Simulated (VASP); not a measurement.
A run of VASP 6.6.1 is set up as follows.

File INCAR:

```
ALGO     = Normal         # electronic algorithm
EDIFF    = 1E-6           # SCF threshold, eV
ENCUT    = 520            # plane-wave cutoff, eV
GGA      = PS             # functional
ISIF     = 2              # what is computed and relaxed
ISMEAR   = -1             # smearing method
LASPH    = T              # aspherical terms in the spheres
LCHARG   = F              # write CHGCAR
LREAL    = F              # projectors in reciprocal space
LWAVE    = F              # write WAVECAR
NBANDS   = 26             # bands
NELM     = 80             # most SCF steps
PREC     = Accurate       # precision mode
SIGMA    = 0.05           # smearing width, eV
```

The input KPOINTS:

```
k-points
0
Gamma
  6 6 4
```

File POSCAR:

```
HgTe
1.0
    2.9925200000     -3.4669300000      0.0000000000
    2.9925200000      3.4669300000      0.0000000000
    0.0000000000      0.0000000000      5.7981600000
Hg Te
2 2
Direct
    0.3430500000      0.6569500000      0.7500000000
    0.6569500000      0.3430500000      0.2500000000
    0.7848100000      0.2151900000      0.7500000000
    0.2151900000      0.7848100000      0.2500000000
```

Potentials or basis: VASP PAW PBE potentials, release 64 (Hg, Te).

Command:

```sh
$ cat potpaw_PBE.64/Hg/POTCAR potpaw_PBE.64/Te/POTCAR > POTCAR
$ mpirun -np 1 vasp_std > vasp.out
```

(1) Predict the largest force.

(2) Predict the band gap on the k mesh.

(3) Predict the pressure.

## Answers

(1) 0.152 eV/Å.

(2) zero (bands 18 and 19 overlap by 2.06 eV).

(3) -3.2 GPa.

Caveat: the cell stands under tension; the PAW data sets were made with another functional, which shifts forces and pressure a little; spin-orbit coupling is left out, which moves the levels of the heavy elements.
